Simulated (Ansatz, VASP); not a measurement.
## One calculation of Sn2Pt, two programs

```
Sn Pt
1.0
     4.56450    0.00000    0.00000
     0.00000    6.45518    0.00000
     0.00000    0.00000   24.12900
Sn Pt
10 5
Cartesian
  0.0000 4.8414 7.5000
  0.0000 1.6138 7.5000
  2.2822 1.6138 9.7822
  2.2822 4.8414 9.7822
  0.0000 4.8414 12.0645
  0.0000 1.6138 12.0645
  2.2822 1.6138 14.3467
  2.2822 4.8414 14.3467
  0.0000 4.8414 16.6290
  0.0000 1.6138 16.6290
  2.2822 3.2276 7.5000
  0.0000 0.0000 9.7822
  2.2822 3.2276 12.0645
  0.0000 0.0000 14.3467
  2.2822 3.2276 16.6290
```

Alike in both runs: task single point; functional PBEsol; k mesh 8 × 6 × 1; occupations gaussian, width 0.1 eV; no spin polarisation.

|  | VASP | Ansatz |
| --- | --- | --- |
| version | VASP 6.6.1 | Ansatz 0.2.0 |
| potentials or method | VASP PAW PBE potentials, release 64 (Sn_d, Pt), cutoff 520 eV | scalar-relativistic, plane waves, PAW |
| valence electrons in the cell | 190 | 230 |

VASP gave:

| Quantity | Value |
| --- | --- |
| gap on the k mesh at the Fermi level (eV) | none |
| rms of the force components (eV/Å) | 0.365 |

Question: Estimate Ansatz's values.

Answer: gap on the k mesh at the Fermi level (eV): none; rms of the force components (eV/Å): 0.364.

VASP's potentials were made for PBE, not for PBEsol. A gap of «none» marks a metal or a gap that the smearing closes. The functional is the same, so the differences come from potentials, cutoffs and numerics. VASP's potentials hold 190 valence electrons a cell and Ansatz's 230, so a difference there can come from the potentials and not from the codes.

Neither program's run includes spin-orbit coupling.
